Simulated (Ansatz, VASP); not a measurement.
**Two plane-wave programs on Sn2Sb2Te**

```xyz
5
Lattice="0.0000 8.2139 3.0911 3.0762 0.0000 3.0911 3.0762 8.2139 0.0000" Properties=species:S:1:pos:R:3 pbc="T T T"
Sn    3.0762    9.8154    3.2783
Sn    3.0762    6.6123    3.2783
Sb    1.5381    4.1069    1.4334
Sb    4.6144   12.3208    4.5245
Te    3.0762    8.2139    5.9704
```

Change from the starting cell: species swapped into the Bi2TeO2 type (Fmm2, No. 42).

Alike in both runs: functional PBE; k mesh 4 × 4 × 4; occupations gaussian, width 0.1 eV; no spin polarisation.

Ansatz relaxed the structure, and its values are those at the end. VASP's run is a single point on that final structure, the one shown.

|  | VASP | Ansatz |
| --- | --- | --- |
| version | VASP 6.6.1 | Ansatz 0.2.0 |
| potentials or method | VASP PAW PBE potentials, release 64 (Sn_d, Sb, Te), cutoff 520 eV | scalar-relativistic, plane waves, PAW |
| valence electrons in the cell | 44 | 74 |

|  | VASP | Ansatz | Ansatz less VASP |
| --- | --- | --- | --- |
| gap on the k mesh at the Fermi level (eV) | none | none | - |
| pressure (GPa) | 0.0 | 0.0 | +0.03 |
| rms of the force components (eV/Å) | 0.009 | 0.008 | -0.0002 |

A gap of «none» marks a metal or a gap that the smearing closes. With one functional, cell and mesh, what is left measures potentials, basis and numerics. VASP's potentials hold 44 valence electrons a cell and Ansatz's 74, so a difference there can come from the potentials and not from the codes.

The k mesh is coarse, so the values compare programs but aren't converged. Spin-orbit coupling is off throughout.
